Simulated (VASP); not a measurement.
Wanted: the native input for a VASP 6.6.1 run.

```yaml
Task: single point
Functional: PBEsol
Potentials_or_basis: VASP PAW PBE potentials, release 64 (Ga_d, Sb)
Cutoff: 520 eV
k_mesh: 10 × 10 × 10
Occupations: gaussian, width 0.15 eV
Spin: no spin polarisation
Dipole_correction: no
Further_INCAR_settings: ALGO = Normal; EDIFF = 1e-06; NBANDS = 22
```

The structure of GaSb3 lies in POSCAR:

```
GaSb3
1.0
    0.0000000000      3.7783976282      3.4874610108
    3.7783976282      0.0000000000      3.4874610108
    3.7783976282      3.7783976282      0.0000000000
Ga Sb
1 3
Direct
    0.0000000000      0.0000000000      0.0000000000
    0.2500000000      0.2500000000      0.2500000000
    0.7500000000      0.7500000000      0.7500000000
    0.5000000000      0.5000000000      0.5000000000
```

One way to write it, as run:

INCAR

```
SYSTEM = GaSb3
  ALGO = Normal
  EDIFF = 1E-6
  ENCUT = 520
  GGA = PS
  ISIF = 2
  ISMEAR = 0
  LASPH = .TRUE.
  LCHARG = .FALSE.
  LREAL = .FALSE.
  LWAVE = .FALSE.
  NBANDS = 22
  NELM = 60
  PREC = Accurate
  SIGMA = 0.15
```

KPOINTS

```
k-points
0
G
  10 10 10
  0 0 0
```

Potentials or basis: VASP PAW PBE potentials, release 64 (Ga_d, Sb).

Command:

```bash
$ cat potpaw_PBE.64/Ga_d/POTCAR potpaw_PBE.64/Sb/POTCAR > POTCAR
$ mpirun -np 1 vasp_std > vasp.out
```

Results of the run:

| Quantity | Value |
| --- | --- |
| Pressure | -1.3 GPa |
| Band gap on the k mesh | zero (bands 14 and 15 overlap by 4.26 eV) |

Caveat: the PAW data sets were made with another functional, which shifts forces and pressure a little; spin-orbit coupling is left out, which moves the levels of the heavy elements.

Wall time 5.5 min on 1 thread of Intel Xeon 8259CL (shared host), peak memory 0.38 GiB.
